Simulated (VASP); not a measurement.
# KBr: relaxation of cell and atoms with PBEsol

KBr:

```
K Br
1.0
     4.66690    0.00000    0.00000
    -2.33345    4.04166    0.00000
     0.00000    0.00000   11.43154
K Br
3 3
Direct
  0.00000 0.00000 0.00000
  0.33333 0.66667 0.33333
  0.66667 0.33333 0.66667
  0.66667 0.33333 0.16667
  0.00000 0.00000 0.50000
  0.33333 0.66667 0.83333
```

| Property | Result |
| --- | --- |
| Program | VASP 6.6.1 |
| Task | relaxation of cell and atoms |
| Functional | PBEsol |
| Potentials or basis | VASP PAW PBE potentials, release 64 (K_sv, Br) |
| Cutoff | 600 eV |
| k mesh | 6 × 6 × 2 |
| Occupations | gaussian, width 0.02 eV |
| Spin | no spin polarisation |
| Dipole correction | no |
| Further INCAR settings | ALGO = Normal; EDIFF = 1e-06; IBRION = 2; EDIFFG = -0.005; NSW = 100; ISIF = 3 |

| Property | Result |
| --- | --- |
| Relaxed volume | 35.26 Å³/atom |
| Relaxed cell | a = 4.637 Å, b = 4.637 Å, c = 11.359 Å, α = 90.00°, β = 90.00°, γ = 120.00° |
| Space group after relaxing (to 0.1 Å) | Fm-3m (No. 225) |
| Energy gained by relaxing | 0.6 meV/atom |
| Ionic steps | 3 |
| Pressure after relaxing | 0.0 GPa |
| Band gap on the k mesh | 4.33 eV |

Step by step:
```csv
step,energy change (eV),largest force (eV/Å),pressure (GPa),volume (Å³)
1,0.0000,0.0000,-0.28,215.62
2,-0.0026,0.0000,-0.15,213.69
3,-0.0035,0.0000,0.00,211.56
```

Final structure:
```
CELL_PARAMETERS angstrom
4.63737 0.00000 0.00000
-2.31868 4.01608 0.00000
0.00000 0.00000 11.35924
ATOMIC_POSITIONS crystal
K 0.00000 0.00000 0.00000
K 0.33333 0.66667 0.33333
K 0.66667 0.33333 0.66667
Br 0.66667 0.33333 0.16667
Br 0.00000 0.00000 0.50000
Br 0.33333 0.66667 0.83333
```

Levels at points of the mesh, in eV from the valence-band top:
```csv
k point,band 21,band 22,band 23,band 24,band 25,band 26,band 27,band 28
"(0.00, 0.00, 0.00)",-0.27,0.00,0.00,0.00,4.33,6.11,6.11,7.53
"(0.50, 0.00, 0.00)",-0.34,-0.34,-0.30,-0.30,5.72,6.66,6.66,7.16
"(0.00, 0.00, 0.50)",-0.10,-0.10,-0.10,-0.10,5.00,5.00,6.48,7.38
"(0.50, 0.00, 0.50)",-0.36,-0.36,-0.31,-0.31,6.16,6.16,6.48,7.41
```

It took 10 min on 1 thread of Intel Xeon 8259CL, on a shared host, peak memory 0.46 GiB.

Caveat: the PAW data sets were made with another functional, which shifts forces and pressure a little.
